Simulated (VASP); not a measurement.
# Cr (Im-3m) in VASP: single point with PBE

Aim: the single point of Cr with PBE.

Program: VASP 6.6.1. These are calculated values, not measurements. Logs are shortened: lines on timing, memory, paths and dates and some standing lists are left out, and cuts for length are marked.

## Step 1: The cell of the first run

Symmetry: Im-3m, No. 229, cubic system. The conventional cell has a = 2.969 Å, b = 2.969 Å, c = 2.969 Å, α = 90.00°, β = 90.00°, γ = 90.00°. Cr (site symmetry m-3m) has 14 Cr at 2.57 to 2.97 Å within 3.4 Å.

## Step 2: Single point, PBE, collinear spin, antiferromagnetic start

INCAR reads:

```
SYSTEM = Cr
PREC = Accurate
ENCUT = 700
EDIFF = 1E-6
ISMEAR = 0
SIGMA = 0.1
LREAL = .False.
LASPH = .True.
NELM = 200
ALGO = Normal
ISIF = 2
LWAVE = .False.
LCHARG = .False.
ISPIN = 2
MAGMOM = -3 3
LORBIT = 11
LMAXMIX = 4
GGA = PE
NBANDS = 25
GGA_COMPAT = .False.
```

KPOINTS reads:

```
regular mesh
0
Gamma
  2 2 2
  0 0 0
```

POSCAR reads:

```
Cr
1.0
    2.9688993551      0.0000000000      0.0000000000
    0.0000000000      2.9688993551      0.0000000000
    0.0000000000      0.0000000000      2.9688993551
Cr
2
Direct
    0.0000000000      0.0000000000      0.0000000000
    0.5000000000      0.5000000000      0.5000000000
```

Potentials or basis: VASP PAW PBE potentials, release 64 (Cr_sv).

On the command line:

```console
> cat potpaw_PBE.64/Cr_sv/POTCAR > POTCAR
> mpirun -np 1 vasp_std > vasp.out
```

OUTCAR:

```text
SYSTEM = Cr
   PREC = Accurate
   ENCUT = 700
   EDIFF = 1E-6
   ISMEAR = 0
   LREAL = .False.
   LASPH = .True.
   NELM = 200
   ISIF = 2
   ISPIN = 2
   LORBIT = 11
   GGA = PE

 ion  position               nearest neighbor table
   1  0.000  0.000  0.000-   2 2.57   2 2.57   2 2.57   2 2.57   2 2.57   2 2.57   2 2.57   2 2.57

   2  0.500  0.500  0.500-   1 2.57   1 2.57   1 2.57   1 2.57   1 2.57   1 2.57   1 2.57   1 2.57

  LATTYP: Found a simple cubic cell.
 ALAT       =     2.9688993551

  Lattice vectors:

 A1 = (   2.9688993551,   0.0000000000,   0.0000000000)
 A2 = (   0.0000000000,   2.9688993551,   0.0000000000)
 A3 = (   0.0000000000,   0.0000000000,   2.9688993551)

Analysis of symmetry for initial positions (statically):
=====================================================================
 Subroutine PRICEL returns following result:

  LATTYP: Found a body centered cubic cell.
 ALAT       =     2.9688993551

  Lattice vectors:

 A1 = (   1.4844496776,   1.4844496776,  -1.4844496775)
 A2 = (  -1.4844496776,   1.4844496775,   1.4844496775)
 A3 = (   1.4844496776,  -1.4844496775,   1.4844496776)

   2 primitive cells build up your supercell.

 Routine SETGRP: Setting up the symmetry group for a
 simple cubic supercell.

 Subroutine GETGRP returns: Found 48 space group operations
 (whereof 48 operations were pure point group operations)
 out of a pool of 48 trial point group operations.

The static configuration has the point symmetry O_h .

Analysis of symmetry for dynamics (positions and initial velocities):
=====================================================================
 Subroutine PRICEL returns following result:

  LATTYP: Found a body centered cubic cell.
 ALAT       =     2.9688993551

  Lattice vectors:

 A1 = (   1.4844496776,   1.4844496776,  -1.4844496775)
 A2 = (  -1.4844496776,   1.4844496775,   1.4844496775)
 A3 = (   1.4844496776,  -1.4844496775,   1.4844496776)

   2 primitive cells build up your supercell.

 Routine SETGRP: Setting up the symmetry group for a
 simple cubic supercell.

 Subroutine GETGRP returns: Found 48 space group operations
 (whereof 48 operations were pure point group operations)
 out of a pool of 48 trial point group operations.

The dynamic configuration has the point symmetry O_h .

Analysis of structural, dynamic, and magnetic symmetry:
=====================================================================
 Subroutine PRICEL returns following result:

  LATTYP: Found a body centered cubic cell.
 ALAT       =     2.9688993551

  Lattice vectors:

 A1 = (   1.4844496776,   1.4844496776,  -1.4844496775)
 A2 = (  -1.4844496776,   1.4844496775,   1.4844496775)
 A3 = (   1.4844496776,  -1.4844496775,   1.4844496776)

   2 primitive cells build up your supercell.

 Routine SETGRP: Setting up the symmetry group for a
 simple cubic supercell.

 Subroutine GETGRP returns: Found 48 space group operations
 (whereof 48 operations were pure point group operations)
 out of a pool of 48 trial point group operations.

The overall configuration has the point symmetry O_h .

 Subroutine INISYM returns: Found 48 space group operations
 (whereof 48 operations are pure point group operations),
 and found     2 'primitive' translations

----------------------------------------------------------------------------------------

                                     Primitive cell

  volume of cell :      13.0845

  direct lattice vectors                    reciprocal lattice vectors
     1.484449678  1.484449678 -1.484449678     0.336825160  0.336825160  0.000000000
    -1.484449678  1.484449678  1.484449678    -0.000000000  0.336825160  0.336825160
     1.484449678 -1.484449678  1.484449678     0.336825160  0.000000000  0.336825160

  length of vectors
     2.571142263  2.571142263  2.571142263     0.476342709  0.476342709  0.476342709

  position of ions in fractional coordinates (direct lattice)
     0.000000000  0.000000000  0.000000000

  ion indices of the primitive-cell ions
   primitive index   ion index
                 1           1

----------------------------------------------------------------------------------------

 KPOINTS: regular mesh

Automatic generation of k-mesh.
 Grid dimensions read from file:
 generate k-points for:    2    2    2

 Generating k-lattice:

  Cartesian coordinates                     Fractional coordinates (reciprocal lattice)
     0.168412580  0.000000000  0.000000000     0.500000000  0.000000000  0.000000000
     0.000000000  0.168412580  0.000000000     0.000000000  0.500000000  0.000000000
     0.000000000  0.000000000  0.168412580     0.000000000  0.000000000  0.500000000

  Length of vectors
     0.168412580  0.168412580  0.168412580

  Shift w.r.t. Gamma in fractional coordinates (k-lattice)
     0.000000000  0.000000000  0.000000000

 Subroutine IBZKPT returns following result:
 ===========================================

 Found      4 irreducible k-points:

 Following reciprocal coordinates:
            Coordinates               Weight
  0.000000  0.000000  0.000000      1.000000
  0.500000  0.000000  0.000000      3.000000
  0.500000  0.500000  0.000000      3.000000
  0.500000  0.500000  0.500000      1.000000
   k-points           NKPTS =      4   k-points in BZ     NKDIM =      4   number of bands    NBANDS=     25
   number of dos      NEDOS =    301   number of ions     NIONS =      2
   total plane-waves  NPLWV =  21952
   dimension x,y,z NGX =    28 NGY =   28 NGZ =   28
   dimension x,y,z NGXF=    56 NGYF=   56 NGZF=   56
   ions per type =               2
   NGX,Y,Z   is equivalent  to a cutoff of  15.68, 15.68, 15.68 a.u.
   NGXF,Y,Z  is equivalent  to a cutoff of  31.36, 31.36, 31.36 a.u.
 SYSTEM =  Cr
   PREC   = accura    normal or accurate (medium, high low for compatibility)
   ISTART =      0    job   : 0-new  1-cont  2-samecut
   ICHARG =      2    charge: 1-file 2-atom 10-const
   ISPIN  =      2    spin polarized calculation?
   LNONCOLLINEAR =      F non collinear calculations
   LSORBIT =      F    spin-orbit coupling
   LASPH  =      T    aspherical Exc in radial PAW
   ENCUT  =  700.0 eV  51.45 Ry    7.17 a.u.   6.40  6.40  6.40*2*pi/ulx,y,z
   NELM   =    200;   NELMIN=  2; NELMDL= -5     # of ELM steps
   EDIFF  = 0.1E-05   stopping-criterion for ELM
   LREAL  =      F    real-space projection
   EDIFFG = 0.1E-04   stopping-criterion for IOM
   NSW    =      0    number of steps for IOM
   IBRION =     -1    ionic relax: 0-MD 1-quasi-New 2-CG
   NFREE  =      0    steps in history (QN), initial steepest desc. (CG)
   ISIF   =      2    stress and relaxation
   ISYM   =      2    0-nonsym 1-usesym 2-fastsym
   POTIM  = 0.5000    time-step for ionic-motion
   TEBEG  =    0.0;   TEEND  =   0.0 temperature during run
   PSTRESS=    0.0 pullay stress
   NELECT =      28.0000    total number of electrons
   NUPDOWN=      -1.0000    fix difference up-down
   EMIN   =  10.00;   EMAX   =-10.00  energy-range for DOS
   EFERMI =   0.00;   METHOD = LEGACY
   ISMEAR =     0;   SIGMA  =   0.10  broadening in eV -4-tet -1-fermi 0-gaus
   EFERMI_NEDOS =   21; number of points for ismear=-14 and -15
   IALGO  =     38    algorithm
   IMIX   =      4    mixing-type and parameters
     AMIX     =   0.40;   BMIX     =  1.00
     AMIX_MAG =   1.60;   BMIX_MAG =  1.00
  volume/ion in A,a.u.               =      13.08        88.30
  Fermi-wavevector in a.u.,A,eV,Ry     =   1.674424  3.164202 38.146583  2.803695
  Thomas-Fermi vector in A             =   2.759222
   LORBIT       =     11    0 simple, 1 ext, 2 COOP (PROOUT), +10 PAW based schemes
   GGA     = PE    functional components
   LHFCALC =     F    Hartree Fock is set to
   AEXX    =    0.0000 exact exchange contribution
   IVDW    =     0    specifies the selected vdW correction
   LEPSILON=     F    determine dielectric tensor
   LRPA    =     F    only Hartree local field effects (RPA)
 spin polarized calculation
 Gauss-broadening in eV      SIGMA  =   0.10
  energy-cutoff  :      700.00
  volume of cell :       26.17
 maximum number of plane-waves:      1141
 NGX is ok and might be reduce to    28
   NGX = 13   NGY = 13   NGZ = 13

 number of electron      27.9999998 magnetization       0.0000000

 number of electron      27.9999998 magnetization      -0.0000000

 Free energy of the ion-electron system (eV)
  ---------------------------------------------------
  ext. energy  EPLUGINS =         0.00000000
  ---------------------------------------------------
  free energy    TOTEN  =       -17.30850060 eV

  energy without entropy =      -17.24543843  energy(sigma->0) =      -17.27696951

 E-fermi :  12.8057     XC(G=0): -12.9481

 val. band max:       12.1159040650   @ k =   0.5000   0.0000   0.0000
 cond. band min:      12.8304774766   @ k =   0.5000   0.5000   0.0000
 fundamental gap:      0.7145734115
 Fermi energy:        12.8056826071

 spin component 1

 k-point     1 :       0.0000    0.0000    0.0000
  band No.  band energies     occupation
      1     -60.0191      1.00000
      2     -58.3803      1.00000
      3     -31.3230      1.00000
      4     -31.3230      1.00000
      5     -31.3230      1.00000
      6     -29.6641      1.00000
[... 101 lines left out ...]
     24      21.6628      0.00000
     25      22.6488      0.00000
 Fermi energy:        12.8056826071

 spin component 2

 k-point     1 :       0.0000    0.0000    0.0000
  band No.  band energies     occupation
      1     -60.0191      1.00000
      2     -58.3803      1.00000
      3     -31.3230      1.00000
      4     -31.3230      1.00000
      5     -31.3230      1.00000
      6     -29.6641      1.00000
[... 101 lines left out ...]
     24      21.6628      0.00000
     25      22.7290      0.00000

------------------------ aborting loop because EDIFF is reached ----------------------------------------

  FORCE on cell =-STRESS in cart. coord.  units (eV):
  Direction    XX          YY          ZZ          XY          YZ          ZX
  --------------------------------------------------------------------------------------
  -------------------------------------------------------------------------------------
  Total       -1.1042153     -1.1042153     -1.1042153      0.0000000     -0.0000000      0.0000000
  in kB      -67.6048579    -67.6048579    -67.6048579      0.0000000     -0.0000000      0.0000000
  external PRESSURE =     -67.6048579 kB  Pullay stress =       0.0000000 kB

 VOLUME and BASIS-vectors are now :
 -----------------------------------------------------------------------------
  energy-cutoff  :      700.00
  volume of cell :       26.17
      direct lattice vectors                 reciprocal lattice vectors
     2.968899355  0.000000000  0.000000000     0.336825160  0.000000000  0.000000000
     0.000000000  2.968899355  0.000000000     0.000000000  0.336825160  0.000000000
     0.000000000  0.000000000  2.968899355     0.000000000  0.000000000  0.336825160

 POSITION                                       TOTAL-FORCE (eV/Angst)
 -----------------------------------------------------------------------------------
      0.00000      0.00000      0.00000         0.000000     -0.000000      0.000000
      1.48445      1.48445      1.48445        -0.000000      0.000000     -0.000000
 -----------------------------------------------------------------------------------
    total drift:                                0.000000      0.000000      0.000000

  FREE ENERGIE OF THE ION-ELECTRON SYSTEM (eV)
  ---------------------------------------------------
  free  energy   TOTEN  =       -17.3085006039 eV

  energy  without entropy=      -17.2454384258  energy(sigma->0) =      -17.27696951

 total charge

# of ion       s       p       d       tot
------------------------------------------
    1        2.162   5.999   3.591  11.752
    2        2.162   5.999   3.591  11.752
--------------------------------------------------
tot          4.323  11.999   7.182  23.503

 magnetization (x)

# of ion       s       p       d       tot
------------------------------------------
    1       -0.006  -0.006  -1.458  -1.471
    2        0.006   0.006   1.458   1.471
--------------------------------------------------
tot          0.000   0.000   0.000   0.000
```

It took 15 s on 1 thread of Intel Xeon Platinum 8375C at 2.90GHz (Ice Lake), shared host; peak memory 0.16 GiB.

Results:

```yaml
Free_energy: -17.3085 eV
Pressure: -6.8 GPa
Band_gap_on_the_k_mesh: zero (filled and empty bands overlap)
Net_moment: 0.00 μB per cell
Site_moments: Cr -1.47, +1.47 μB
Valence_electrons_inside_the_program's_atomic_spheres: Cr 11.75
```

Levels at points of the mesh, in eV from the Fermi level:
Spin up:
| k point | band 10 | band 11 | band 12 | band 13 | band 14 | band 15 | band 16 | band 17 | band 18 | band 19 |
| --- | --- | --- | --- | --- | --- | --- | --- | --- | --- | --- |
| (0.00, 0.00, 0.00) | -4.22 | -4.22 | -1.42 | -1.42 | -1.42 | 0.64 | 0.64 | 2.05 | 2.05 | 2.05 |
| (0.50, 0.00, 0.00) | -4.35 | -2.33 | -1.58 | -1.57 | -1.57 | -0.69 | 0.08 | 0.08 | 1.18 | 1.27 |
| (0.50, 0.50, 0.00) | -4.33 | -2.67 | -2.67 | 0.02 | 0.02 | 0.44 | 0.59 | 0.65 | 1.38 | 2.27 |
| (0.50, 0.50, 0.50) | -3.16 | -3.16 | -2.02 | -2.02 | -2.02 | 0.49 | 0.49 | 1.43 | 1.43 | 8.30 |
Spin down:
```
           k point  band 12  band 13  band 14  band 15  band 16  band 17
(0.00, 0.00, 0.00)    -1.42    -1.42    -1.42     0.64     0.64     2.05
(0.50, 0.00, 0.00)    -1.58    -1.57    -1.57    -0.69     0.08     0.08
(0.50, 0.50, 0.00)    -2.67     0.02     0.02     0.44     0.59     0.65
(0.50, 0.50, 0.50)    -2.02    -2.02    -2.02     0.49     0.49     1.43
```

Caveat: the k points lie up to 1.06 Å⁻¹ apart, too coarse for converged energies and pressures of a metal; the antiferromagnetic order is the one typed at the start, and another may lie lower.

The gap in the log of VASP goes by the Fermi energy; the results here count the filled bands.